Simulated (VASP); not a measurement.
Input of a VASP 6.6.1 run:

Contents of POSCAR:

```
Ge
1.0
    0.0000000000      2.1136142158      2.1136142158
    2.1136142158      0.0000000000      2.1136142158
    2.1136142158      2.1136142158      0.0000000000
Ge
1
Direct
    0.0000000000      0.0000000000      0.0000000000
```

File INCAR.step1:

```
SYSTEM = Ge
  PREC = Accurate
  ENCUT = 550
  ISMEAR = 0
  SIGMA = 0.1
  LREAL = .FALSE.
  LASPH = .TRUE.
  NELM = 120
  NBANDS = 13
  GGA = PE
  ALGO = Normal
  EDIFF = 1E-5
  LWAVE = .TRUE.
  LCHARG = .FALSE.
  GGA_COMPAT = .FALSE.
```

File INCAR.step2:

```
SYSTEM = Ge
  PREC = Accurate
  ENCUT = 550
  EDIFF = 1E-6
  ISMEAR = 0
  SIGMA = 0.1
  LREAL = .FALSE.
  LASPH = .TRUE.
  NELM = 120
  ALGO = Normal
  ISIF = 2
  LWAVE = .FALSE.
  LCHARG = .FALSE.
  METAGGA = R2SCAN
  LMIXTAU = .TRUE.
  NBANDS = 13
  ISTART = 1
  GGA_COMPAT = .FALSE.
```

Contents of KPOINTS:

```
regular mesh
0
G
  10 10 10
  0 0 0
```

Potentials or basis: VASP PAW PBE potentials, release 64 (Ge_d).

Launch:

```sh
$ cat potpaw_PBE.64/Ge_d/POTCAR > POTCAR
$ cp INCAR.step1 INCAR
$ mpirun -np 1 vasp_std > vasp.out
$ cp INCAR.step2 INCAR
$ mpirun -np 1 vasp_std > vasp.out
```

(1) Estimate the band gap on the k mesh.

(2) Predict the pressure.

## Answers

(1) zero (bands 7 and 8 overlap by 11.88 eV).

(2) 0.1 GPa.

Caveat: the PAW data sets were made with another functional, which shifts forces and pressure a little.
